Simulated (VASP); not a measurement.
Wanted: the native input for a VASP 6.6.1 run.

| Quantity | Value |
| --- | --- |
| Task | single point |
| Functional | PBEsol |
| Potentials or basis | VASP PAW PBE potentials, release 64 (Hf_pv) |
| Cutoff | 500 eV |
| k mesh | 8 × 8 × 5 |
| Occupations | methfessel-paxton, width 0.1 eV |
| Spin | no spin polarisation |
| Dipole correction | no |
| Further INCAR settings | ALGO = Normal; EDIFF = 1e-06; NBANDS = 17 |

The structure of Hf lies in POSCAR:

```
Hf
1.0
    3.1721885197      0.0000000000      0.0000000000
   -1.5860942599      2.7471958437      0.0000000000
    0.0000000000      0.0000000000      5.0185915952
Hf
2
Direct
    0.3333333333      0.6666666667      0.2500000000
    0.6666666667      0.3333333333      0.7500000000
```

The input as run:

INCAR

```
SYSTEM = Hf
  PREC = Accurate
  ENCUT = 500
  EDIFF = 1E-6
  ISMEAR = 1
  SIGMA = 0.1
  LREAL = .FALSE.
  LASPH = .TRUE.
  NELM = 120
  ALGO = Normal
  ISIF = 2
  LWAVE = .FALSE.
  LCHARG = .FALSE.
  GGA = PS
  NBANDS = 17
  GGA_COMPAT = .FALSE.
```

KPOINTS

```
regular mesh
0
G
  8 8 5
  0 0 0
```

Potentials or basis: VASP PAW PBE potentials, release 64 (Hf_pv).

Command:

```bash
$ cat potpaw_PBE.64/Hf_pv/POTCAR > POTCAR
$ mpirun -np 1 vasp_std > vasp.out
```

Results of the run:

| Property | Result |
| --- | --- |
| Pressure | -1.5 GPa |
| Band gap on the k mesh | zero (band 10 reaches 6.09 eV, above the bottom of band 11 at 4.64 eV) |

Caveat: the PAW data sets were made with another functional, which shifts forces and pressure a little; spin-orbit coupling is left out, which moves the levels of the heavy elements.

Run time: 9.8 s on 1 thread of Intel(R) Xeon(R) Platinum 8559C (Emerald Rapids), with other jobs on the host, peak memory 0.16 GiB.
